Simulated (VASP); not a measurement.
A run of VASP 6.6.1:

The input INCAR:

```
  ALGO = Normal
  EDIFF = 1E-7
  ENCUT = 520
  GGA = PE
  ISIF = 2
  ISMEAR = -1
  IVDW = 12
  LASPH = T
  LCHARG = F
  LREAL = Auto
  LWAVE = F
  NBANDS = 48
  NELM = 100
  PREC = Accurate
  SIGMA = 0.02
```

Contents of KPOINTS:

```
k-points
0
Gamma
  1 1 1
```

POSCAR

```
H5C2Cl
1.0
    7.0840790000      0.0000000000      0.0000000000
    0.0000000000      7.0840790000      0.0000000000
    0.0000000000      0.0000000000      7.0840790000
C H Cl
6 15 3
Direct
    0.9149954426      0.1289652473      0.1948171385
    0.7932717859      0.0457081295      0.0718371435
    0.1513675949      0.1894106489      0.6234261363
    0.2748557717      0.0673764367      0.6939222445
    0.7467590353      0.7541559037      0.5101439439
    0.6423982567      0.7129790619      0.6623443923
    0.9550288753      0.0532038110      0.3267467796
    0.9661100617      0.2653555953      0.1702409022
    0.7260223947     -0.0924890871      0.1010717131
    0.7657311557      0.1060123694     -0.0628451490
   -0.0097260350      0.1730782505      0.6484117413
    0.1736287808      0.3094403662      0.5261799028
    0.2270443342     -0.0446211851      0.7892345639
    0.4188123820      0.0778788605      0.6303712875
    0.8825706207      0.8404479961      0.5097628076
    0.7196560061      0.6830386844      0.3706621566
    0.6370341155      0.7817529985      0.7907449931
    0.5242177565      0.6131636872      0.6340132571
    0.3927257164      0.6912966386      0.2029480473
   -0.0582856289      0.5989910615      0.7602399691
    0.6378669690      0.3090451137      0.1513675949
    0.3062924623      0.7853102711      0.3339460218
    0.0540790130      0.6396456053      0.9047753420
    0.5998521473      0.4491197797      0.0450446699
```

Potentials or basis: VASP PAW PBE potentials, release 64 (C, H, Cl).

Launch:

```sh
$ cat potpaw_PBE.64/C/POTCAR potpaw_PBE.64/H/POTCAR potpaw_PBE.64/Cl/POTCAR > POTCAR
$ mpirun -np 1 vasp_gam > vasp.out
```

Hardware: 1 thread of Intel(R) Xeon(R) Platinum 8259CL CPU @ 2.50GHz (Skylake/Cascade Lake), on a shared host.

Estimate the wall time of this run.

It took 57 s on 1 thread of Intel(R) Xeon(R) Platinum 8259CL CPU @ 2.50GHz (Skylake/Cascade Lake), on a shared host, peak memory 0.4 GiB. Counts: scf iterations 18, k points 1.
